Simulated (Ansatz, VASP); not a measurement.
**Al4Ru3: VASP beside Ansatz**

```xyz
7
Lattice="2.1172 1.2224 6.7742 -2.1172 1.2224 6.7742 0.0000 -2.4447 6.7742" Properties=species:S:1:pos:R:3 pbc="T T T"
Al    0.0000    0.0000   12.7286
Al    0.0000    0.0000    7.5940
Al    0.0000    0.0000    2.4936
Al    0.0000    0.0000   17.8290
Ru    0.0000    0.0000   15.2211
Ru    0.0000    0.0000    5.1015
Ru    0.0000    0.0000   10.1613
```

Alike in both runs: functional PBE; k mesh 5 × 5 × 5; occupations gaussian, width 0.2 eV; no spin polarisation.

Ansatz relaxed the structure, and its values are those at the end. VASP's run is a single point on that final structure, the one shown.

|  | VASP | Ansatz |
| --- | --- | --- |
| version | VASP 6.6.1 | Ansatz 0.2.0 |
| potentials or method | VASP PAW PBE potentials, release 64 (Al, Ru_pv), cutoff 520 eV | scalar-relativistic, plane waves, PAW |
| valence electrons in the cell | 54 | 60 |

|  | VASP | Ansatz | Ansatz less VASP |
| --- | --- | --- | --- |
| gap on the k mesh at the Fermi level (eV) | none | none | - |
| pressure (GPa) | 0.1 | 0.1 | +0.03 |
| rms of the force components (eV/Å) | 0.005 | 0.005 | +0.0005 |

A gap of «none» marks a metal or a gap that the smearing closes. VASP's potentials hold 54 valence electrons a cell and Ansatz's 60, so a difference there can come from the potentials and not from the codes.
